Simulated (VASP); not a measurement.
# SiO: single point with r2SCAN+D3(BJ)

Crystal: SiO.

```xyz
2
Lattice="0.0000 2.4438 2.4438 2.4438 0.0000 2.4438 2.4438 2.4438 0.0000" Properties=species:S:1:pos:R:3 pbc="T T T"
Si    3.6657    3.6657    3.6657
O     0.0000    0.0000    0.0000
```

```yaml
Program: VASP 6.6.1
Task: single point
Functional: r2SCAN
Dispersion: D3(BJ)
Potentials_or_basis: VASP PAW PBE potentials, release 64 (Si, O)
Cutoff: 520 eV
k_mesh: 9 × 9 × 9
Occupations: fermi-dirac, width 0.05 eV
Spin: no spin polarisation
Dipole_correction: no
Further_INCAR_settings: ALGO = Normal; EDIFF = 1e-06; NBANDS = 12
```

```json
{
 "Pressure": "0.3 GPa",
 "Band gap on the k mesh": "zero (bands 5 and 6 overlap by 0.32 eV)",
 "Dispersion energy per atom": "-0.105 eV"
}
```

Levels at points of the mesh, in eV from the Fermi level:
```csv
k point,band 2,band 3,band 4,band 5,band 6,band 7,band 8,band 9
"(0.00, 0.00, 0.00)",-6.43,-5.75,-5.75,-5.75,3.70,3.70,3.70,10.96
```

Wall time 79 s on 1 thread of Intel Xeon 8259CL, on a shared host, peak memory 0.17 GiB.

Caveat: three body term missing; the PAW data sets were made with another functional, which shifts forces and pressure a little.
